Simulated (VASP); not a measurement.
Write the native input for VASP 6.6.1 that does the following.

```
Task                   : single point
Functional             : LDA
Potentials or basis    : VASP PAW LDA potentials, release 64 (Pb_d)
Cutoff                 : 520 eV
k mesh                 : 7 × 7 × 2
Occupations            : methfessel-paxton, width 0.05 eV
Spin                   : non-collinear spin, zero start, spin-orbit coupling
Starting moments       : [[0.0, 0.0, 0.0], [0.0, 0.0, 0.0], [0.0, 0.0, 0.0], [0.0, 0.0, 0.0]] μB
Dipole correction      : no
Further INCAR settings : ALGO = Fast; EDIFF = 1e-06; NBANDS = 70
```

The structure of Pb lies in POSCAR:

```
Pb
1.0
    3.5243661423      0.0000000000      0.0000000000
   -1.7621830712      3.0521906115      0.0000000000
    0.0000000000      0.0000000000     11.4952418100
Pb
4
Direct
    0.6666666667      0.3333333333      0.7500000000
    0.0000000000      0.0000000000      0.5000000000
    0.3333333333      0.6666666667      0.2500000000
    0.0000000000      0.0000000000      0.0000000000
```

This isn't the form of Pb at room conditions, which is fcc.

One way to write it, as run:

INCAR

```
SYSTEM = Pb
PREC     = Accurate       ! precision mode
ENCUT    = 520            ! plane-wave cutoff, eV
EDIFF    = 1E-6           ! SCF threshold, eV
ISMEAR   = 1              ! smearing method
SIGMA    = 0.05           ! smearing width, eV
LREAL    = .FALSE.        ! projectors in reciprocal space
LASPH    = .TRUE.         ! aspherical terms in the spheres
NELM     = 150            ! most SCF steps
ALGO     = Fast           ! electronic algorithm
ISIF     = 2              ! what is computed and relaxed
LWAVE    = .FALSE.        ! write WAVECAR
LCHARG   = .TRUE.         ! write CHGCAR
MAGMOM   = 0 0 0 0 0 0 0 0 0 0 0 0 ! initial moments
LORBIT   = 11             ! projections on sites
LSORBIT  = .TRUE.         ! spin-orbit coupling
GGA_COMPAT= .FALSE.      
LORBMOM  = .TRUE.       
LVHAR    = .TRUE.       
NBANDS   = 70             ! bands
```

KPOINTS

```
Automatic mesh
0
G
  7 7 2
  0 0 0
```

Potentials or basis: VASP PAW LDA potentials, release 64 (Pb_d).

The run is started by

```bash
$ cat potpaw_LDA.64/Pb_d/POTCAR > POTCAR
$ mpirun -np 1 vasp_ncl > vasp.out
```

Results of the run:

| Quantity | Value |
| --- | --- |
| Pressure | -2.4 GPa |
| Net moment | 0.00 μB per cell |
| Valence electrons inside the program's atomic spheres | Pb 11.97, 11.96 (each value once) |

Run time: 3.5 min on 1 thread of Intel(R) Xeon(R) Platinum 8559C (Emerald Rapids), on a shared host, peak memory 0.47 GiB.
